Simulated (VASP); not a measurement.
# AlNi3 (Fm-3m) in VASP: further runs

AlNi3 is run at these levels: LDA; tasks: single point.

Everything below comes from runs of VASP 6.6.1. Logs are shortened: lines on timing, memory, paths and dates and some standing lists are left out, and cuts for length are marked.

## 1. The cell of the first run

It takes space group Fm-3m (No. 225, cubic). Conventional cell: a = 5.749 Å, b = 5.749 Å, c = 5.749 Å, α = 90.00°, β = 90.00°, γ = 90.00°. Al (site symmetry m-3m) has 14 Ni at 2.49 to 2.87 Å within 3.3 Å. Ni (site symmetry -43m) has 4 Al at 2.49 Å and 10 Ni at 2.49 to 2.87 Å within 3.3 Å. Within 3.3 Å of Ni (site symmetry m-3m) lie 8 Ni at 2.49 Å and 6 Al at 2.87 Å.

## 2. Single point, LDA, collinear spin, ferromagnetic start (11.87 Å³/atom)

Contents of INCAR:

```
ALGO = Normal
EDIFF = 1E-7
ENCUT = 520
ISIF = 2
ISMEAR = 0
ISPIN = 2
LASPH = True
LCHARG = True
LELF = True
LMAXMIX = 4
LORBIT = 11
LREAL = False
LVHAR = True
LWAVE = False
MAGMOM = 0 0.375 0.375 0.375
NBANDS = 28
NELM = 150
NUPDOWN = 1.125
PREC = Accurate
SIGMA = 0.15
```

Contents of KPOINTS:

```
k-points
0
Gamma
  14 14 14
```

Contents of POSCAR:

```
AlNi3
1.0
    0.0000000000      2.8742871579      2.8742871579
    2.8742871579      0.0000000000      2.8742871579
    2.8742871579      2.8742871579      0.0000000000
Al Ni
1 3
Direct
    0.5000000000      0.5000000000      0.5000000000
    0.2500000000      0.2500000000      0.2500000000
    0.0000000000      0.0000000000      0.0000000000
    0.7500000000      0.7500000000      0.7500000000
```

Potentials or basis: VASP PAW LDA potentials, release 64 (Al, Ni).

Started as:

```sh
> cat potpaw_LDA.64/Al/POTCAR potpaw_LDA.64/Ni/POTCAR > POTCAR
> mpirun -np 1 vasp_std > vasp.out
```

OUTCAR:

```text
EDIFF = 1E-7
   ENCUT = 520
   ISIF = 2
   ISMEAR = 0
   ISPIN = 2
   LASPH = True
   LORBIT = 11
   LREAL = False
   NELM = 150
   NUPDOWN = 1.125
   PREC = Accurate

 ion  position               nearest neighbor table
   1  0.500  0.500  0.500-   2 2.49   4 2.49   2 2.49   2 2.49   2 2.49   4 2.49   4 2.49   4 2.49
                             3 2.87   3 2.87   3 2.87   3 2.87   3 2.87   3 2.87
   2  0.250  0.250  0.250-   1 2.49   3 2.49   3 2.49   3 2.49   3 2.49   1 2.49   1 2.49   1 2.49
                             4 2.87   4 2.87   4 2.87   4 2.87   4 2.87   4 2.87
   3  0.000  0.000  0.000-   2 2.49   4 2.49   4 2.49   4 2.49   4 2.49   2 2.49   2 2.49   2 2.49
                             1 2.87   1 2.87   1 2.87   1 2.87   1 2.87   1 2.87
   4  0.750  0.750  0.750-   1 2.49   3 2.49   1 2.49   1 2.49   1 2.49   3 2.49   3 2.49   3 2.49
                             2 2.87   2 2.87   2 2.87   2 2.87   2 2.87   2 2.87

  LATTYP: Found a face centered cubic cell.
 ALAT       =     5.7485743158

  Lattice vectors:

 A1 = (   0.0000000000,   2.8742871579,   2.8742871579)
 A2 = (   2.8742871579,   0.0000000000,   2.8742871579)
 A3 = (   2.8742871579,   2.8742871579,   0.0000000000)

Analysis of symmetry for initial positions (statically):
=====================================================================
 Subroutine PRICEL returns:
 Original cell was already a primitive cell.

 Routine SETGRP: Setting up the symmetry group for a
 face centered cubic supercell.

 Subroutine GETGRP returns: Found 48 space group operations
 (whereof 48 operations were pure point group operations)
 out of a pool of 48 trial point group operations.

The static configuration has the point symmetry O_h .

Analysis of symmetry for dynamics (positions and initial velocities):
=====================================================================
 Subroutine PRICEL returns:
 Original cell was already a primitive cell.

 Routine SETGRP: Setting up the symmetry group for a
 face centered cubic supercell.

 Subroutine GETGRP returns: Found 48 space group operations
 (whereof 48 operations were pure point group operations)
 out of a pool of 48 trial point group operations.

The dynamic configuration has the point symmetry O_h .

Analysis of structural, dynamic, and magnetic symmetry:
=====================================================================
 Subroutine PRICEL returns:
 Original cell was already a primitive cell.

 Routine SETGRP: Setting up the symmetry group for a
 face centered cubic supercell.

 Subroutine GETGRP returns: Found 48 space group operations
 (whereof 48 operations were pure point group operations)
 out of a pool of 48 trial point group operations.

The overall configuration has the point symmetry O_h .

 Subroutine INISYM returns: Found 48 space group operations
 (whereof 48 operations are pure point group operations),
 and found     1 'primitive' translations

----------------------------------------------------------------------------------------

                                     Primitive cell

  volume of cell :      47.4920

  direct lattice vectors                    reciprocal lattice vectors
     0.000000000  2.874287158  2.874287158    -0.173956175  0.173956175  0.173956175
     2.874287158  0.000000000  2.874287158     0.173956175 -0.173956175  0.173956175
     2.874287158  2.874287158  0.000000000     0.173956175  0.173956175 -0.173956175

  length of vectors
     4.064855881  4.064855881  4.064855881     0.301300933  0.301300933  0.301300933

  position of ions in fractional coordinates (direct lattice)
     0.500000000  0.500000000  0.500000000
     0.250000000  0.250000000  0.250000000
     0.000000000  0.000000000  0.000000000
     0.750000000  0.750000000  0.750000000

  ion indices of the primitive-cell ions
   primitive index   ion index
                 1           1
                 2           2
                 3           3
                 4           4

----------------------------------------------------------------------------------------

 KPOINTS: k-points

Automatic generation of k-mesh.
 Grid dimensions read from file:
 generate k-points for:   14   14   14

 Generating k-lattice:

  Cartesian coordinates                     Fractional coordinates (reciprocal lattice)
    -0.012425441  0.012425441  0.012425441     0.071428571  0.000000000  0.000000000
     0.012425441 -0.012425441  0.012425441     0.000000000  0.071428571  0.000000000
     0.012425441  0.012425441 -0.012425441     0.000000000  0.000000000  0.071428571

  Length of vectors
     0.021521495  0.021521495  0.021521495

  Shift w.r.t. Gamma in fractional coordinates (k-lattice)
     0.000000000  0.000000000  0.000000000

 Subroutine IBZKPT returns following result:
 ===========================================

 Found    104 irreducible k-points:

 Following reciprocal coordinates:
            Coordinates               Weight
  0.000000  0.000000  0.000000      1.000000
  0.071429  0.000000  0.000000      8.000000
  0.142857  0.000000  0.000000      8.000000
  0.214286  0.000000  0.000000      8.000000
  0.285714  0.000000  0.000000      8.000000
  0.357143  0.000000  0.000000      8.000000
[... 16 lines left out ...]
  0.214286  0.142857  0.000000     24.000000
  0.285714  0.142857  0.000000     24.000000
 [... further k-points ...]
   k-points           NKPTS =    104   k-points in BZ     NKDIM =    104   number of bands    NBANDS=     28
   number of dos      NEDOS =    301   number of ions     NIONS =      4
   total plane-waves  NPLWV =  27000
   dimension x,y,z NGX =    30 NGY =   30 NGZ =   30
   dimension x,y,z NGXF=    60 NGYF=   60 NGZF=   60
   ions per type =               1   3
   NGX,Y,Z   is equivalent  to a cutoff of  12.27, 12.27, 12.27 a.u.
   NGXF,Y,Z  is equivalent  to a cutoff of  24.54, 24.54, 24.54 a.u.
 SYSTEM =  unknown system
   PREC   = accura    normal or accurate (medium, high low for compatibility)
   ISTART =      0    job   : 0-new  1-cont  2-samecut
   ICHARG =      2    charge: 1-file 2-atom 10-const
   ISPIN  =      2    spin polarized calculation?
   LNONCOLLINEAR =      F non collinear calculations
   LSORBIT =      F    spin-orbit coupling
   LASPH  =      T    aspherical Exc in radial PAW
   ENCUT  =  520.0 eV  38.22 Ry    6.18 a.u.   7.56  7.56  7.56*2*pi/ulx,y,z
   NELM   =    150;   NELMIN=  2; NELMDL= -5     # of ELM steps
   EDIFF  = 0.1E-06   stopping-criterion for ELM
   LREAL  =      F    real-space projection
   EDIFFG = 0.1E-05   stopping-criterion for IOM
   NSW    =      0    number of steps for IOM
   IBRION =     -1    ionic relax: 0-MD 1-quasi-New 2-CG
   NFREE  =      0    steps in history (QN), initial steepest desc. (CG)
   ISIF   =      2    stress and relaxation
   ISYM   =      2    0-nonsym 1-usesym 2-fastsym
   POTIM  = 0.5000    time-step for ionic-motion
   TEBEG  =    0.0;   TEEND  =   0.0 temperature during run
   PSTRESS=    0.0 pullay stress
   NELECT =      33.0000    total number of electrons
   NUPDOWN=       1.1250    fix difference up-down
   EMIN   =  10.00;   EMAX   =-10.00  energy-range for DOS
   EFERMI =   0.00;   METHOD = LEGACY
   ISMEAR =     0;   SIGMA  =   0.15  broadening in eV -4-tet -1-fermi 0-gaus
   EFERMI_NEDOS =   21; number of points for ismear=-14 and -15
   IALGO  =     38    algorithm
   IMIX   =      4    mixing-type and parameters
     AMIX     =   0.40;   BMIX     =  1.00
     AMIX_MAG =   1.60;   BMIX_MAG =  1.00
  volume/ion in A,a.u.               =      11.87        80.12
  Fermi-wavevector in a.u.,A,eV,Ry     =   1.450016  2.740132 28.606862  2.102545
  Thomas-Fermi vector in A             =   2.567676
   LORBIT       =     11    0 simple, 1 ext, 2 COOP (PROOUT), +10 PAW based schemes
   GGA     = CA    functional components
   LHFCALC =     F    Hartree Fock is set to
   AEXX    =    0.0000 exact exchange contribution
   IVDW    =     0    specifies the selected vdW correction
   LEPSILON=     F    determine dielectric tensor
   LRPA    =     F    only Hartree local field effects (RPA)
 spin polarized calculation
 Gauss-broadening in eV      SIGMA  =   0.15
  energy-cutoff  :      520.00
  volume of cell :       47.49
 maximum number of plane-waves:      1299
   NGX = 15   NGY = 15   NGZ = 15

 number of electron      32.9999969 magnetization       1.1249998

 Free energy of the ion-electron system (eV)
  ---------------------------------------------------
  ext. energy  EPLUGINS =         0.00000000
  ---------------------------------------------------
  free energy    TOTEN  =       -25.18168542 eV

  energy without entropy =      -25.12993526  energy(sigma->0) =      -25.15581034

 E-fermi :   8.4827     XC(G=0): -12.7112

 val. band max:        8.9197279851   @ k =   0.4286   0.3571   0.0000
 cond. band min:       8.4952403757   @ k =  -0.4286   0.4286   0.0714
 fundamental gap:     -0.4244876093
 Fermi energy:         8.9221576039

 spin component 1

 k-point     1 :       0.0000    0.0000    0.0000
  band No.  band energies     occupation
      1      -1.0106      1.00000
      2       5.2640      1.00000
      3       5.2640      1.00000
      4       5.3679      1.00000
      5       5.3679      1.00000
      6       5.3679      1.00000
[... 20 lines left out ...]
     27      17.0962      0.00000
     28      20.1308      0.00000

 k-point     2 :       0.0714    0.0000    0.0000
  band No.  band energies     occupation
      1      -0.9388      1.00000
      2       5.2271      1.00000
      3       5.2271      1.00000
      4       5.3282      1.00000
      5       5.4411      1.00000
      6       5.4411      1.00000
[... 674 lines left out ...]
 k-point    24 :       0.2857    0.1429    0.0000
  band No.  band energies     occupation
      1       0.0191      1.00000
      2       4.6009      1.00000
      3       5.3395      1.00000
      4       5.4452      1.00000
      5       5.7274      1.00000
      6       5.7511      1.00000
[... 20 lines left out ...]
     27      21.8517      0.00000
     28      21.9369      0.00000

 [... further k-points ...]

 spin component 2

 k-point     1 :       0.0000    0.0000    0.0000
  band No.  band energies     occupation
      1      -0.9572      1.00000
      2       5.5099      1.00000
      3       5.5099      1.00000
      4       5.5751      1.00000
      5       5.5751      1.00000
      6       5.5751      1.00000
[... 20 lines left out ...]
     27      17.1994      0.00000
     28      20.2521      0.00000

 k-point     2 :       0.0714    0.0000    0.0000
  band No.  band energies     occupation
      1      -0.8854      1.00000
      2       5.4595      1.00000
      3       5.4595      1.00000
      4       5.5324      1.00000
      5       5.6624      1.00000
      6       5.6624      1.00000
[... 674 lines left out ...]
 k-point    24 :       0.2857    0.1429    0.0000
  band No.  band energies     occupation
      1       0.0730      1.00000
      2       4.7758      1.00000
      3       5.5405      1.00000
      4       5.6749      1.00000
      5       5.9908      1.00000
      6       6.0040      1.00000
[... 20 lines left out ...]
     27      21.9475      0.00000
     28      22.0351      0.00000

 [... further k-points ...]

------------------------ aborting loop because EDIFF is reached ----------------------------------------

  FORCE on cell =-STRESS in cart. coord.  units (eV):
  Direction    XX          YY          ZZ          XY          YZ          ZX
  --------------------------------------------------------------------------------------
  -------------------------------------------------------------------------------------
  Total       -5.2864416     -5.2864416     -5.2864416     -0.0000000     -0.0000000      0.0000000
  in kB     -178.3419707   -178.3419707   -178.3419707     -0.0000000     -0.0000000      0.0000000
  external PRESSURE =    -178.3419707 kB  Pullay stress =       0.0000000 kB

 VOLUME and BASIS-vectors are now :
 -----------------------------------------------------------------------------
  energy-cutoff  :      520.00
  volume of cell :       47.49
      direct lattice vectors                 reciprocal lattice vectors
     0.000000000  2.874287158  2.874287158    -0.173956175  0.173956175  0.173956175
     2.874287158  0.000000000  2.874287158     0.173956175 -0.173956175  0.173956175
     2.874287158  2.874287158  0.000000000     0.173956175  0.173956175 -0.173956175

 POSITION                                       TOTAL-FORCE (eV/Angst)
 -----------------------------------------------------------------------------------
      2.87429      2.87429      2.87429        -0.000000      0.000000     -0.000000
      1.43714      1.43714      1.43714        -0.000000     -0.000000     -0.000000
      0.00000      0.00000      0.00000        -0.000000      0.000000     -0.000000
      4.31143      4.31143      4.31143         0.000000      0.000000      0.000000
 -----------------------------------------------------------------------------------
    total drift:                                0.000000     -0.000000      0.000000

  FREE ENERGIE OF THE ION-ELECTRON SYSTEM (eV)
  ---------------------------------------------------
  free  energy   TOTEN  =       -25.1816854201 eV

  energy  without entropy=      -25.1299352642  energy(sigma->0) =      -25.15581034

 total charge

# of ion       s       p       d       tot
------------------------------------------
    1        0.402   0.389   0.000   0.791
    2        0.463   0.467   8.413   9.342
    3        0.465   0.453   8.360   9.278
    4        0.463   0.467   8.413   9.342
--------------------------------------------------
tot          1.793   1.776  25.185  28.754

 magnetization (x)

# of ion       s       p       d       tot
------------------------------------------
    1       -0.000   0.007   0.000   0.007
    2        0.008   0.008   0.305   0.321
    3        0.004   0.008   0.432   0.444
    4        0.008   0.008   0.305   0.321
--------------------------------------------------
tot          0.020   0.032   1.041   1.092
```

Run time: 6.4 min. Hardware: 1 thread of Intel Xeon 8259CL, shared host; peak memory 0.3 GiB.

What came out:

```yaml
Free_energy: -25.1817 eV
Pressure: -17.8 GPa
Net_moment: 1.12 μB per cell
Site_moments: Al +0.01; Ni +0.32, +0.44 (each value once) μB
Valence_electrons_inside_the_program's_atomic_spheres: Al 0.79; Ni 9.34, 9.28 (each value once)
```

Caveat: the cell stands under tension; the total moment is fixed, so each spin has its own Fermi level and the state may be an excited one.

## 3. Single point, LDA, collinear spin, ferromagnetic start (11.87 Å³/atom)

Contents of INCAR:

```
ALGO = Normal
EDIFF = 1E-6
ENCUT = 520
GGA = CA
ISIF = 2
ISMEAR = 0
ISPIN = 2
LASPH = T
LCHARG = F
LMAXMIX = 4
LORBIT = 11
LREAL = F
LWAVE = F
MAGMOM = 0 0.625 0.625 0.625
NBANDS = 28
NELM = 150
NUPDOWN = 1.875
PREC = Accurate
SIGMA = 0.15
```

KPOINTS is that of step 2.

POSCAR is that of step 2.

Potentials or basis: VASP PAW LDA potentials, release 64 (Al, Ni).

Started as:

```sh
> cat potpaw_LDA.64/Al/POTCAR potpaw_LDA.64/Ni/POTCAR > POTCAR
> mpirun -np 1 vasp_std > vasp.out
```

Run time: 5.6 min. Hardware: 1 thread of Intel Xeon 8259CL, shared host; peak memory 0.3 GiB.

The run converged. Its results:

```
Free energy                                           : -24.9514 eV
Pressure                                              : -16.4 GPa
Net moment                                            : 1.87 μB per cell
Site moments                                          : Al +0.02; Ni +0.55, +0.68 (each value once) μB
Valence electrons inside the program's atomic spheres : Al 0.80; Ni 9.34, 9.27 (each value once)
```

Caveat: the cell stands under tension; the total moment is fixed, so each spin has its own Fermi level and the state may be an excited one.

(Part 1 of 2 ends here.)
